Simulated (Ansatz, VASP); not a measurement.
## One calculation of GaSb, two programs

Contents of INCAR:

```
SYSTEM = GaSb
PREC = Accurate
ENCUT = 520
EDIFF = 1E-7
ISMEAR = -1
SIGMA = 0.02
LREAL = .FALSE.
LASPH = .TRUE.
NELM = 60
ALGO = Normal
ISIF = 2
LWAVE = .FALSE.
LCHARG = .FALSE.
GGA = PE
NBANDS = 16
```

File KPOINTS:

```
regular mesh
0
G
  8 8 8
  0 0 0
```

POSCAR

```
GaSb
1.0
    0.0000000000      3.0352200099      3.0913477143
    3.0352200099      0.0000000000      3.0913477143
    3.0352200099      3.0352200099      0.0000000000
Ga Sb
1 1
Direct
    0.0000000000      0.0000000000      0.0000000000
    0.2500000000      0.2500000000      0.2500000000
```

Input for Ansatz:

```yaml
crystal:
  lattice:
    - [0.0, 3.0352200099, 3.0913477143]
    - [3.0352200099, 0.0, 3.0913477143]
    - [3.0352200099, 3.0352200099, 0.0]
  atoms:
    - { symbol: Ga, position: [0.0, 0.0, 0.0] }
    - { symbol: Sb, position: [0.25, 0.25, 0.25] }
kpoints:
  mp_grid: { grid: [8, 8, 8] }
  band_path:
    path:
      - [0.0, 0.0, 0.0]
      - [-0.5, -0.5, 0.0]
      - [-0.375, -0.375, 0.25]
      - [-0.375, 0.0, 0.375]
      - [0.0, 0.0, 0.5]
      - [-0.5, -0.25, 0.25]
    npoints: 1
hamiltonian:
  xc: pbe
scf:
  occupations: { method: fermi_dirac, width: 0.02 }
  n_extra_bands: 4
output:
  forces: true
  stress: true
  eigenvalues: true
```

Change from the starting cell: epitaxial_xy strain -1.0%.

Alike in both runs: task single point; functional PBE; k mesh 8 × 8 × 8; occupations fermi-dirac, width 0.02 eV; no spin polarisation.

|  | VASP | Ansatz |
| --- | --- | --- |
| version | VASP 6.6.1 | Ansatz 0.2.0 |
| potentials or method | VASP PAW PBE potentials, release 64 (Ga_d, Sb) | plane waves, PAW |
| plane-wave cutoff (eV) | 520 | 420 |
| valence electrons in the cell | 18 | 28 |

VASP gave:

* pressure (GPa): 2.7
* traceless stress, the component that is largest in VASP (GPa): -0.54

Which values does Ansatz return?

Pressure (GPa): 2.6; traceless stress, the component that is largest in VASP (GPa): -0.54.

VASP's potentials hold 18 valence electrons a cell and Ansatz's 28, so a difference there can come from the potentials and not from the codes.

Neither program's run includes spin-orbit coupling.
